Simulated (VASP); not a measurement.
Input of a VASP 6.6.1 run:

File INCAR:

```
ALGO = Normal
EDIFF = 1E-6
ENCUT = 520
GGA = PE
GGA_COMPAT = False
ISIF = 2
ISMEAR = -1
IVDW = 12
LASPH = True
LCHARG = False
LREAL = False
LWAVE = False
NBANDS = 37
NELM = 120
PREC = Accurate
SIGMA = 0.02
```

The input KPOINTS:

```
k-points
0
Gamma
  1 1 1
```

POSCAR

```
MgH8Cl2O4
1.0
    5.7082670000      0.0000000000      0.0000000000
    0.0000000000      5.7082670000      0.0000000000
    0.0000000000      0.0000000000      5.7082670000
O H Mg Cl
4 8 1 2
Direct
    0.7046446846      1.0704649940      0.8462463301
    0.6336073628      0.1732049324      0.3221468092
    0.3077291234      0.4652024861      0.4359641902
    0.9971853104      0.4454942279      0.9960290925
    0.5397785352      1.0283506360      0.8645180753
    0.7576730381      0.9265684314      0.7589518850
    0.7694454376      0.2057717342      0.4164135980
    0.6941160951      0.1437388966      0.1611522376
    0.4216691336      0.5376763210      0.5409172346
    0.4064631174      0.3326053249      0.3770321185
    0.9898450791      0.2735681425      0.9942246920
    0.9264107653      0.5088584679      0.8423397154
    0.0745059753      0.6482703069      0.2648439535
    0.8022399793      0.6617419963      0.5496764605
    0.2136550375     -0.0311653257      1.0759482694
```

Potentials or basis: VASP PAW PBE potentials, release 64 (O, H, Mg, Cl).

Command:

```bash
$ cat potpaw_PBE.64/O/POTCAR potpaw_PBE.64/H/POTCAR potpaw_PBE.64/Mg/POTCAR potpaw_PBE.64/Cl/POTCAR > POTCAR
$ mpirun -np 1 vasp_gam > vasp.out
```

(1) Predict the largest force.

(2) Estimate the pressure.

(3) Predict the dispersion energy per atom.

Results:

(1) 1.434 eV/Å.

(2) 2.1 GPa.

(3) -0.065 eV.

Caveat: the k points lie up to 1.10 Å⁻¹ apart; the atoms stand as in a frame of molecular dynamics.
